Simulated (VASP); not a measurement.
# ZnO in VASP: settings compared

Aim: see how the results for ZnO move with the level of theory and the settings. Levels: PBE, r2SCAN. Tasks: single point.

All numbers are computed with VASP 6.6.1; they aren't measurements. Logs are shortened: lines on timing, memory, paths and dates and some standing lists are left out, and cuts for length are marked.

## Step 1: The cell of the first run

The structure is tetragonal, space group I4/mmm (No. 139). Conventional cell: a = 2.986 Å, b = 2.986 Å, c = 4.268 Å, α = 90.00°, β = 90.00°, γ = 90.00°. Zn (site symmetry 4/mmm) has 6 O at 2.11 to 2.13 Å within 2.8 Å. Within 2.8 Å of O (site symmetry 4/mmm) lie 6 Zn at 2.11 to 2.13 Å.

## Step 2: Single point, PBE (biaxial xy strain -1.0%)

Contents of INCAR:

```
PREC = Accurate
ENCUT = 1340
EDIFF = 1E-6
ISMEAR = -1
SIGMA = 0.02
LREAL = F
LASPH = T
NELM = 120
ALGO = Normal
ISIF = 2
LWAVE = F
LCHARG = F
GGA = PE
NBANDS = 16
GGA_COMPAT = F
```

Contents of KPOINTS:

```
regular mesh
0
Gamma
  10 10 10
```

Contents of POSCAR:

```
ZnO
1.0
    0.0000000000      2.1115791842      2.1337703963
    2.1115791842      0.0000000000      2.1337703963
    2.1115791842      2.1115791842      0.0000000000
Zn O
1 1
Direct
    0.0000000000      0.0000000000      0.0000000000
    0.5000000000      0.5000000000      0.5000000000
```

Potentials or basis: VASP PAW PBE potentials, release 64 (Zn, O_h).

Command:

```sh
cat potpaw_PBE.64/Zn/POTCAR potpaw_PBE.64/O_h/POTCAR > POTCAR
mpirun -np 1 vasp_std > vasp.out
```

OUTCAR:

```text
PREC = Accurate
   ENCUT = 1340
   EDIFF = 1E-6
   ISMEAR = -1
   LREAL = F
   LASPH = T
   NELM = 120
   ISIF = 2
   GGA = PE

 ion  position               nearest neighbor table
   1  0.000  0.000  0.000-   2 2.11   2 2.11   2 2.11   2 2.11   2 2.13   2 2.13
   2  0.500  0.500  0.500-   1 2.11   1 2.11   1 2.11   1 2.11   1 2.13   1 2.13

  LATTYP: Found a body centered tetragonal cell.
 ALAT       =     2.9862239203
 C/A-ratio  =     1.4290759523

  Lattice vectors:

 A1 = (  -2.1115791842,   0.0000000000,   2.1337703963)
 A2 = (   2.1115791842,   0.0000000000,   2.1337703963)
 A3 = (   0.0000000000,   2.1115791842,  -2.1337703963)

Analysis of symmetry for initial positions (statically):
=====================================================================
 Subroutine PRICEL returns:
 Original cell was already a primitive cell.

 Routine SETGRP: Setting up the symmetry group for a
 body centered tetragonal supercell.

 Subroutine GETGRP returns: Found 16 space group operations
 (whereof 16 operations were pure point group operations)
 out of a pool of 16 trial point group operations.

The static configuration has the point symmetry D_4h.

Analysis of symmetry for dynamics (positions and initial velocities):
=====================================================================
 Subroutine PRICEL returns:
 Original cell was already a primitive cell.

 Routine SETGRP: Setting up the symmetry group for a
 body centered tetragonal supercell.

 Subroutine GETGRP returns: Found 16 space group operations
 (whereof 16 operations were pure point group operations)
 out of a pool of 16 trial point group operations.

The dynamic configuration has the point symmetry D_4h.

 Subroutine INISYM returns: Found 16 space group operations
 (whereof 16 operations are pure point group operations),
 and found     1 'primitive' translations

----------------------------------------------------------------------------------------

                                     Primitive cell

  volume of cell :      19.0280

  direct lattice vectors                    reciprocal lattice vectors
     0.000000000  2.111579184  2.133770396    -0.236789605  0.236789605  0.234326993
     2.111579184  0.000000000  2.133770396     0.236789605 -0.236789605  0.234326993
     2.111579184  2.111579184  0.000000000     0.236789605  0.236789605 -0.234326993

  length of vectors
     3.001956488  3.001956488  2.986223920     0.408714782  0.408714782  0.408714782

  position of ions in fractional coordinates (direct lattice)
     0.000000000  0.000000000  0.000000000
     0.500000000  0.500000000  0.500000000

  ion indices of the primitive-cell ions
   primitive index   ion index
                 1           1
                 2           2

----------------------------------------------------------------------------------------

 KPOINTS: regular mesh

Automatic generation of k-mesh.
 Grid dimensions read from file:
 generate k-points for:   10   10   10

 Generating k-lattice:

  Cartesian coordinates                     Fractional coordinates (reciprocal lattice)
    -0.023678960  0.023678960  0.023432699     0.100000000  0.000000000  0.000000000
     0.023678960 -0.023678960  0.023432699     0.000000000  0.100000000  0.000000000
     0.023678960  0.023678960 -0.023432699     0.000000000  0.000000000  0.100000000

  Length of vectors
     0.040871478  0.040871478  0.040871478

  Shift w.r.t. Gamma in fractional coordinates (k-lattice)
     0.000000000  0.000000000  0.000000000

 Subroutine IBZKPT returns following result:
 ===========================================

 Found    102 irreducible k-points:

 Following reciprocal coordinates:
            Coordinates               Weight
  0.000000  0.000000  0.000000      1.000000
  0.100000 -0.000000  0.000000      8.000000
  0.200000 -0.000000  0.000000      8.000000
  0.300000  0.000000  0.000000      8.000000
  0.400000  0.000000  0.000000      8.000000
  0.500000 -0.000000  0.000000      4.000000
[... 16 lines left out ...]
  0.300000  0.300000  0.000000      2.000000
  0.400000  0.300000  0.000000      8.000000
 [... further k-points ...]
   k-points           NKPTS =    102   k-points in BZ     NKDIM =    102   number of bands    NBANDS=     16
   number of dos      NEDOS =    301   number of ions     NIONS =      2
   total plane-waves  NPLWV =  46656
   dimension x,y,z NGX =    36 NGY =   36 NGZ =   36
   dimension x,y,z NGXF=    72 NGYF=   72 NGZF=   72
   ions per type =               1   1
   NGX,Y,Z   is equivalent  to a cutoff of  19.94, 19.94, 20.04 a.u.
   NGXF,Y,Z  is equivalent  to a cutoff of  39.87, 39.87, 40.08 a.u.
 SYSTEM =  unknown system
   PREC   = accura    normal or accurate (medium, high low for compatibility)
   ISTART =      0    job   : 0-new  1-cont  2-samecut
   ICHARG =      2    charge: 1-file 2-atom 10-const
   ISPIN  =      1    spin polarized calculation?
   LNONCOLLINEAR =      F non collinear calculations
   LSORBIT =      F    spin-orbit coupling
   LASPH  =      T    aspherical Exc in radial PAW
   ENCUT  = 1340.0 eV  98.49 Ry    9.92 a.u.   8.96  8.96  8.91*2*pi/ulx,y,z
   NELM   =    120;   NELMIN=  2; NELMDL= -5     # of ELM steps
   EDIFF  = 0.1E-05   stopping-criterion for ELM
   LREAL  =      F    real-space projection
   EDIFFG = 0.1E-04   stopping-criterion for IOM
   NSW    =      0    number of steps for IOM
   IBRION =     -1    ionic relax: 0-MD 1-quasi-New 2-CG
   NFREE  =      0    steps in history (QN), initial steepest desc. (CG)
   ISIF   =      2    stress and relaxation
   ISYM   =      2    0-nonsym 1-usesym 2-fastsym
   POTIM  = 0.5000    time-step for ionic-motion
   TEBEG  =    0.0;   TEEND  =   0.0 temperature during run
   PSTRESS=    0.0 pullay stress
   NELECT =      18.0000    total number of electrons
   NUPDOWN=      -1.0000    fix difference up-down
   EMIN   =  10.00;   EMAX   =-10.00  energy-range for DOS
   EFERMI =   0.00;   METHOD = LEGACY
   ISMEAR =    -1;   SIGMA  =   0.02  broadening in eV -4-tet -1-fermi 0-gaus
   EFERMI_NEDOS =   21; number of points for ismear=-14 and -15
   IALGO  =     38    algorithm
   IMIX   =      4    mixing-type and parameters
     AMIX     =   0.40;   BMIX     =  1.00
     AMIX_MAG =   1.60;   BMIX_MAG =  1.00
  volume/ion in A,a.u.               =       9.51        64.20
  Fermi-wavevector in a.u.,A,eV,Ry     =   1.607070  3.036922 35.139423  2.582675
  Thomas-Fermi vector in A             =   2.703157
   LORBIT       =      0    0 simple, 1 ext, 2 COOP (PROOUT), +10 PAW based schemes
   GGA     = PE    functional components
   LHFCALC =     F    Hartree Fock is set to
   AEXX    =    0.0000 exact exchange contribution
   IVDW    =     0    specifies the selected vdW correction
   LEPSILON=     F    determine dielectric tensor
   LRPA    =     F    only Hartree local field effects (RPA)
 non-spin polarized calculation
  energy-cutoff  :     1340.00
  volume of cell :       19.03
 maximum number of plane-waves:      2146
   NGX = 17   NGY = 17   NGZ = 17

 number of electron      18.0000000 magnetization

 Free energy of the ion-electron system (eV)
  ---------------------------------------------------
  ext. energy  EPLUGINS =         0.00000000
  ---------------------------------------------------
  free energy    TOTEN  =        -8.58283460 eV

  energy without entropy =       -8.58283460  energy(sigma->0) =       -8.58283460

 E-fermi :   3.9734     XC(G=0): -12.4673

 val. band max:        3.4854555973   @ k =   0.5000  -0.0000   0.0000
 cond. band min:       4.4700975628   @ k =   0.0000   0.0000   0.0000
 fundamental gap:      0.9846419655
 Fermi energy:         3.9733959726

 k-point     1 :       0.0000    0.0000    0.0000
  band No.  band energies     occupation
      1     -15.4241      2.00000
      2      -1.4723      2.00000
      3      -1.4558      2.00000
      4      -1.4558      2.00000
      5      -1.2436      2.00000
      6      -1.2211      2.00000
[... 8 lines left out ...]
     15      23.0241      0.00000
     16      23.3996      0.00000

 k-point     2 :       0.1000   -0.0000    0.0000
  band No.  band energies     occupation
      1     -15.3076      2.00000
      2      -1.5535      2.00000
      3      -1.4890      2.00000
      4      -1.4749      2.00000
      5      -1.3360      2.00000
      6      -1.3265      2.00000
[... 8 lines left out ...]
     15      23.2552      0.00000
     16      23.3675      0.00000

 k-point     3 :       0.2000   -0.0000    0.0000
  band No.  band energies     occupation
      1     -14.9851      2.00000
      2      -2.0110      2.00000
      3      -1.7892      2.00000
      4      -1.7836      2.00000
      5      -1.2801      2.00000
      6      -1.2794      2.00000
[... 8 lines left out ...]
     15      24.0615      0.00000
     16      24.0982      0.00000

 k-point     4 :       0.3000    0.0000    0.0000
  band No.  band energies     occupation
      1     -14.5434      2.00000
      2      -2.9608      2.00000
      3      -2.1480      2.00000
      4      -2.1440      2.00000
      5      -1.1575      2.00000
      6      -1.1517      2.00000
[... 8 lines left out ...]
     15      25.5002      0.00000
     16      25.5138      0.00000
[... 324 lines left out ...]
 k-point    22 :      -0.2000    0.2000    0.0000
  band No.  band energies     occupation
      1     -14.4186      2.00000
      2      -2.9920      2.00000
      3      -2.2593      2.00000
      4      -1.9846      2.00000
      5      -1.2354      2.00000
      6      -1.0120      2.00000
[... 8 lines left out ...]
     15      25.6371      0.00000
     16      26.8850      0.00000

 k-point    23 :       0.3000    0.3000    0.0000
  band No.  band energies     occupation
      1     -14.3939      2.00000
      2      -2.8809      2.00000
      3      -1.7677      2.00000
      4      -1.2896      2.00000
      5      -1.2896      2.00000
      6      -1.0860      2.00000
[... 8 lines left out ...]
     15      31.1145      0.00000
     16      32.3143      0.00000

 k-point    24 :       0.4000    0.3000    0.0000
  band No.  band energies     occupation
      1     -14.1429      2.00000
      2      -2.9134      2.00000
      3      -1.9098      2.00000
      4      -1.4375      2.00000
      5      -1.1983      2.00000
      6      -0.9808      2.00000
[... 8 lines left out ...]
     15      31.4587      0.00000
     16      31.8899      0.00000

 [... further k-points ...]
[... 5 lines left out ...]
  --------------------------------------------------------------------------------------
  -------------------------------------------------------------------------------------
  Total        1.6714851      1.6714851      1.4865445      0.0000000      0.0000000      0.0000000
  in kB      140.7410135    140.7410135    125.1687961      0.0000000      0.0000000      0.0000000
  external PRESSURE =     135.5502744 kB  Pullay stress =       0.0000000 kB

 VOLUME and BASIS-vectors are now :
 -----------------------------------------------------------------------------
  energy-cutoff  :     1340.00
  volume of cell :       19.03
      direct lattice vectors                 reciprocal lattice vectors
     0.000000000  2.111579184  2.133770396    -0.236789605  0.236789605  0.234326993
     2.111579184  0.000000000  2.133770396     0.236789605 -0.236789605  0.234326993
     2.111579184  2.111579184  0.000000000     0.236789605  0.236789605 -0.234326993

 POSITION                                       TOTAL-FORCE (eV/Angst)
 -----------------------------------------------------------------------------------
      0.00000      0.00000      0.00000         0.000000     -0.000000      0.000000
      2.11158      2.11158      2.13377        -0.000000      0.000000     -0.000000
 -----------------------------------------------------------------------------------
    total drift:                                0.000000      0.000000      0.000000

  FREE ENERGIE OF THE ION-ELECTRON SYSTEM (eV)
  ---------------------------------------------------
  free  energy   TOTEN  =        -8.5828346037 eV

  energy  without entropy=       -8.5828346037  energy(sigma->0) =       -8.58283460
```

Wall time 54 s (1 thread of AMD EPYC 9R45 (Zen 5), shared host); peak memory 0.26 GiB.

What came out:

- Free energy: -8.5828 eV
- Pressure: 13.6 GPa
- Band gap on the k mesh: 0.98 eV (least direct gap 2.46 eV)

Caveat: the cell differs from its parent crystal (biaxial xy strain -1.0%); the cell stands under pressure; the structure was generated, so it needn't be the stable form of ZnO. A k mesh can miss the band edges.

## Step 3: Single point, PBE (shear xy strain -5.0%)

Contents of INCAR:

```
ALGO = Normal
EDIFF = 1E-6
ENCUT = 1340
GGA = PE
GGA_COMPAT = F
ISIF = 2
ISMEAR = -1
LASPH = T
LCHARG = F
LREAL = F
LWAVE = F
NBANDS = 16
NELM = 120
PREC = Accurate
SIGMA = 0.02
```

Contents of KPOINTS:

```
k-points
0
Gamma
  10 10 10
```

Contents of POSCAR:

```
ZnO
1.0
   -0.0529175058      2.1337703963      2.1337703963
    2.1337703963     -0.0529175058      2.1337703963
    2.0808528905      2.0808528905      0.0000000000
Zn O
1 1
Direct
    0.0000000000      0.0000000000      0.0000000000
    0.5000000000      0.5000000000      0.5000000000
```

Potentials or basis: VASP PAW PBE potentials, release 64 (Zn, O_h).

Command:

```sh
cat potpaw_PBE.64/Zn/POTCAR potpaw_PBE.64/O_h/POTCAR > POTCAR
mpirun -np 1 vasp_std > vasp.out
```

It took 2.2 min on 1 thread of AMD EPYC 7R13 (Zen 3), shared host; peak memory 0.34 GiB.

It converged, with:

| Quantity | Value |
| --- | --- |
| Free energy | -8.5992 eV |
| Pressure | 9.0 GPa |
| Band gap on the k mesh | 0.87 eV (least direct gap 2.10 eV) |

Stress tensor (GPa, compression positive):
```
9.11 4.11 0.00
4.11 9.11 0.00
0.00 0.00 8.76
```

Levels at points of the mesh, in eV from the valence-band top:
```tsv
k point	band 7	band 8	band 9	band 10	band 11	band 12
(0.00, 0.00, 0.00)	-1.62	-1.44	-1.23	0.87	17.31	18.03
(0.50, 0.00, 0.00)	-3.72	-0.03	0.00	5.58	8.91	12.99
(0.50, 0.50, 0.00)	-4.05	-3.19	-2.56	4.16	10.69	11.34
(0.00, 0.00, 0.50)	-3.59	-0.06	-0.05	5.22	9.33	12.30
(0.50, 0.00, 0.50)	-4.05	-2.88	-2.88	4.24	10.63	11.26
```

Caveat: the cell differs from its parent crystal (shear xy strain -5.0%); the cell stands under pressure; the structure was generated, so it needn't be the stable form of ZnO.

## Step 4: Single point, r2SCAN (shear xy strain -5.0%)

POSCAR is that of step 3.

Contents of INCAR.step1:

```
SYSTEM = ZnO
PREC     = Accurate       ! precision mode
ENCUT    = 1480           ! plane-wave cutoff, eV
ISMEAR   = 0              ! smearing method
SIGMA    = 0.01           ! smearing width, eV
LREAL    = .FALSE.        ! projectors in reciprocal space
LASPH    = .TRUE.         ! aspherical terms in the spheres
NELM     = 120            ! most SCF steps
NBANDS   = 16             ! bands
GGA      = PE             ! functional
ALGO     = Normal         ! electronic algorithm
EDIFF    = 1E-5           ! SCF threshold, eV
LWAVE    = .TRUE.         ! write WAVECAR
LCHARG   = .FALSE.        ! write CHGCAR
GGA_COMPAT= .FALSE.
```

Contents of INCAR.step2:

```
SYSTEM = ZnO
PREC     = Accurate       ! precision mode
ENCUT    = 1480           ! plane-wave cutoff, eV
EDIFF    = 1E-6           ! SCF threshold, eV
ISMEAR   = 0              ! smearing method
SIGMA    = 0.01           ! smearing width, eV
LREAL    = .FALSE.        ! projectors in reciprocal space
LASPH    = .TRUE.         ! aspherical terms in the spheres
NELM     = 120            ! most SCF steps
ALGO     = Normal         ! electronic algorithm
ISIF     = 2              ! what is computed and relaxed
LWAVE    = .FALSE.        ! write WAVECAR
LCHARG   = .FALSE.        ! write CHGCAR
METAGGA  = R2SCAN         ! meta-GGA
LMIXTAU  = .TRUE.       
NBANDS   = 16             ! bands
ISTART   = 1            
GGA_COMPAT= .FALSE.
```

Contents of KPOINTS:

```
regular mesh
0
G
  10 10 10
  0 0 0
```

Command:

```sh
cat potpaw_PBE.64/Zn/POTCAR potpaw_PBE.64/O_h/POTCAR > POTCAR
cp INCAR.step1 INCAR
mpirun -np 1 vasp_std > vasp.out
cp INCAR.step2 INCAR
mpirun -np 1 vasp_std > vasp.out
```

Wall time 6.6 min (1 thread of Intel Xeon 6975P-C (Granite Rapids), shared host); peak memory 0.45 GiB.

Results (log left out):

* Free energy: -17.9524 eV
* Pressure: 1.3 GPa
* Band gap on the k mesh: 1.50 eV (least direct gap 2.77 eV)

Stress tensor (GPa, compression positive):
```
1.40 4.68 0.00
4.68 1.40 0.00
0.00 0.00 1.02
```

Levels at points of the mesh, in eV from the valence-band top:
```csv
k point,band 5,band 6,band 7,band 8,band 9,band 10,band 11,band 12,band 13,band 14
"(0.00, 0.00, 0.00)",-4.76,-4.75,-1.65,-1.47,-1.27,1.50,18.11,18.85,19.06,19.57
"(0.50, 0.00, 0.00)",-4.58,-4.54,-3.74,-0.02,0.00,6.34,9.79,13.95,14.37,20.71
"(0.50, 0.50, 0.00)",-4.44,-4.41,-4.13,-3.23,-2.61,4.94,11.67,12.03,16.23,17.08
"(0.00, 0.00, 0.50)",-4.54,-4.52,-3.61,-0.06,-0.05,5.96,10.24,13.24,13.64,20.04
"(0.50, 0.00, 0.50)",-4.43,-4.42,-4.14,-2.93,-2.92,5.02,11.60,11.94,16.63,16.67
```

Caveat: the cell differs from its parent crystal (shear xy strain -5.0%); the structure was generated, so it needn't be the stable form of ZnO; the PAW data sets were made with another functional, which shifts forces and pressure a little. A k mesh can miss the band edges.

## Step 5: Summary

| level | cell | cutoff (eV) | smearing | gap on the mesh (eV) | pressure (GPa) |
| --- | --- | --- | --- | --- | --- |
| PBE | a = 3.002, b = 3.002, c = 2.986 Å, angles 60.2, 60.2, 59.7°, 2 atoms | 1340 | fermi-dirac 0.02 eV | 0.98 | 13.6 |
| PBE | a = 3.018, b = 3.018, c = 2.943 Å, angles 60.8, 60.8, 61.6°, 2 atoms | 1340 | fermi-dirac 0.02 eV | 0.87 | 9.0 |
| r2SCAN | a = 3.018, b = 3.018, c = 2.943 Å, angles 60.8, 60.8, 61.6°, 2 atoms | 1480 | gaussian 0.01 eV | 1.50 | 1.3 |

Alike in all rows: task single point; potentials or basis VASP PAW PBE potentials, release 64 (Zn, O_h); no spin polarisation; k mesh 10 × 10 × 10.

Caveats: the structure was generated, so it needn't be the stable form of ZnO; the cell stands under pressure (at least some runs); the PAW data sets were made with another functional, which shifts forces and pressure a little (at least some runs).

Absolute energies hang on the potentials; compare differences alone.
